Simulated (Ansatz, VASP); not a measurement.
**NaCl in VASP and in Ansatz**

File INCAR:

```
ALGO = Normal
EDIFF = 1E-6
ENCUT = 500
GGA = PE
GGA_COMPAT = False
ISIF = 2
ISMEAR = 0
LASPH = True
LCHARG = False
LREAL = False
LWAVE = False
NBANDS = 14
NELM = 120
PREC = Accurate
SIGMA = 0.05
```

KPOINTS

```
k-points
0
Gamma
  6 6 6
```

Contents of POSCAR:

```
NaCl
1.0
    3.5021900000      0.0000000000      0.0000000000
    0.0000000000      3.5021900000      0.0000000000
    0.0000000000      0.0000000000      3.5021900000
Na Cl
1 1
Direct
   -0.0201904175     -0.0201904175     -0.0285535622
    0.5000000000      0.5000000000      0.5000000000
```

Input for Ansatz:

```yaml
crystal:
  lattice:
    - [3.50219, 0.0, 0.0]
    - [0.0, 3.50219, 0.0]
    - [0.0, 0.0, 3.50219]
  atoms:
    - { symbol: Na, position: [-0.0201904175, -0.0201904175, -0.0285535622] }
    - { symbol: Cl, position: [0.5, 0.5, 0.5] }
basis:
  ecutwfc: 420
kpoints:
  mp_grid: { grid: [6, 6, 6] }
hamiltonian:
  xc: pbe
scf:
  occupations: { method: gaussian, width: 0.05 }
output:
  forces: true
  stress: true
  eigenvalues: true
```

Alike in both runs: task single point; functional PBE; k mesh 6 × 6 × 6; occupations gaussian, width 0.05 eV; no spin polarisation.

|  | VASP | Ansatz |
| --- | --- | --- |
| version | VASP 6.6.1 | Ansatz 0.2.0 |
| potentials or method | VASP PAW PBE potentials, release 64 (Na_pv, Cl), cutoff 500 eV | scalar-relativistic, plane waves, PAW |
| valence electrons in the cell | 14 | 16 |

Ansatz gave:

```
gap on the k mesh at the Fermi level (eV)                     : 3.99
least direct gap on the mesh (eV)                             : 4.48
pressure (GPa)                                                : 0.3
traceless stress, the component that is largest in VASP (GPa) : 0.11
rms of the force components (eV/Å)                            : 0.031
```

**Question.** Which values does VASP return?

**Answer.** gap on the k mesh at the Fermi level (eV): 3.99; least direct gap on the mesh (eV): 4.48; pressure (GPa): 0.2; traceless stress, the component that is largest in VASP (GPa): 0.11; rms of the force components (eV/Å): 0.031.

Atom by atom the forces differ by 0.000 eV/Å (rms over components). VASP's potentials hold 14 valence electrons a cell and Ansatz's 16, so a difference there can come from the potentials and not from the codes.
